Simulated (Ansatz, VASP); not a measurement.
Te2Mo: VASP beside Ansatz

```
CELL_PARAMETERS angstrom
3.66869 0.00000 0.00000
-1.83435 3.17718 0.00000
0.00000 0.00000 13.30811
ATOMIC_POSITIONS crystal
Te 0.33333 0.66667 0.62113
Te 0.66667 0.33333 0.12113
Te 0.33333 0.66667 0.87887
Te 0.66667 0.33333 0.37887
Mo 0.33333 0.66667 0.25000
Mo 0.66667 0.33333 0.75000
```

Change from the starting cell: strain +0.050 along x and y, -0.050 along z, atoms carried along.

Alike in both runs: task single point; functional PBEsol; k mesh 12 × 12 × 2; occupations gaussian, width 0.05 eV; no spin polarisation.

|  | VASP | Ansatz |
| --- | --- | --- |
| version | VASP 6.6.1 | Ansatz 0.2.0 |
| potentials or method | VASP PAW PBE potentials, release 64 (Te, Mo_sv), cutoff 520 eV | scalar-relativistic, plane waves, PAW |
| valence electrons in the cell | 52 | 92 |

Ansatz gave:

| Property | Result |
| --- | --- |
| gap on the k mesh at the Fermi level (eV) | none |
| pressure (GPa) | -2.8 |
| traceless stress, the component that is largest in VASP (GPa) | 5.55 |
| rms of the force components (eV/Å) | 0.145 |

Question: Which values does VASP return?

Answer: gap on the k mesh at the Fermi level (eV): none; pressure (GPa): -2.7; traceless stress, the component that is largest in VASP (GPa): 5.55; rms of the force components (eV/Å): 0.159.

VASP's potentials were made for PBE, not for PBEsol. Atom by atom the forces differ by 0.014 eV/Å (rms over components). A gap of «none» marks a metal or a gap that the smearing closes. With one functional, cell and mesh, what is left measures potentials, basis and numerics. VASP's potentials hold 52 valence electrons a cell and Ansatz's 92, so a difference there can come from the potentials and not from the codes.

Spin-orbit coupling is off throughout.
